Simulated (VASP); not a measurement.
Write the native input for VASP 6.6.1 that does the following.

* Task: single point
* Functional: r2SCAN
* Potentials or basis: VASP PAW PBE potentials, release 64 (Mn_pv)
* Cutoff: 520 eV
* k mesh: 13 × 13 × 13
* Occupations: fermi-dirac, width 0.05 eV
* Spin: collinear spin, antiferromagnetic start
* Starting moments: [-2.264, 2.264] μB
* Dipole correction: no
* Further INCAR settings: ALGO = Normal; EDIFF = 1e-06; NBANDS = 24

Crystal: Mn.

```
Mn
1.0
     0.00000    2.44739    2.44739
     2.44739    0.00000    2.44739
     2.44739    2.44739    0.00000
Mn
2
Direct
  0.12500 0.12500 0.12500
  0.87500 0.87500 0.87500
```

This isn't the form of Mn at room conditions, which is a 58-atom cubic cell.

These files were run (other wordings do the same):

POSCAR

```
Mn
1.0
    0.0000000000      2.4473900657      2.4473900657
    2.4473900657      0.0000000000      2.4473900657
    2.4473900657      2.4473900657      0.0000000000
Mn
2
Direct
    0.1250000000      0.1250000000      0.1250000000
    0.8750000000      0.8750000000      0.8750000000
```

INCAR.step1

```
ALGO = Normal
EDIFF = 1E-4
ENCUT = 520
GGA = PE
ISMEAR = -1
ISPIN = 2
LASPH = True
LCHARG = False
LMAXMIX = 4
LREAL = False
LWAVE = True
MAGMOM = -2.264 2.264
NBANDS = 24
NELM = 150
PREC = Accurate
SIGMA = 0.05
```

INCAR.step2

```
ALGO = Normal
EDIFF = 1E-6
ENCUT = 520
ISIF = 2
ISMEAR = -1
ISPIN = 2
ISTART = 1
LASPH = True
LCHARG = False
LMAXMIX = 4
LMIXTAU = True
LORBIT = 11
LREAL = False
LWAVE = False
MAGMOM = -2.264 2.264
METAGGA = R2SCAN
NBANDS = 24
NELM = 150
PREC = Accurate
SIGMA = 0.05
```

KPOINTS

```
k-points
0
Gamma
  13 13 13
```

Potentials or basis: VASP PAW PBE potentials, release 64 (Mn_pv).

Command:

```console
$ cat potpaw_PBE.64/Mn_pv/POTCAR > POTCAR
$ cp INCAR.step1 INCAR
$ mpirun -np 1 vasp_std > vasp.out
$ cp INCAR.step2 INCAR
$ mpirun -np 1 vasp_std > vasp.out
```

Results of the run:

The pressure is 23.4 GPa and the band gap on the k mesh is zero (filled and empty bands touch). The net moment is 0.00 μB per cell. The site moments are Mn -2.49, +2.49 μB and the valence electrons inside the program's atomic spheres are Mn 12.12.

Caveat: the cell stands under pressure; the PAW data sets were made with another functional, which shifts forces and pressure a little.

It took 13 min on 1 thread of Intel Xeon 8259CL, on a shared host, peak memory 0.24 GiB.
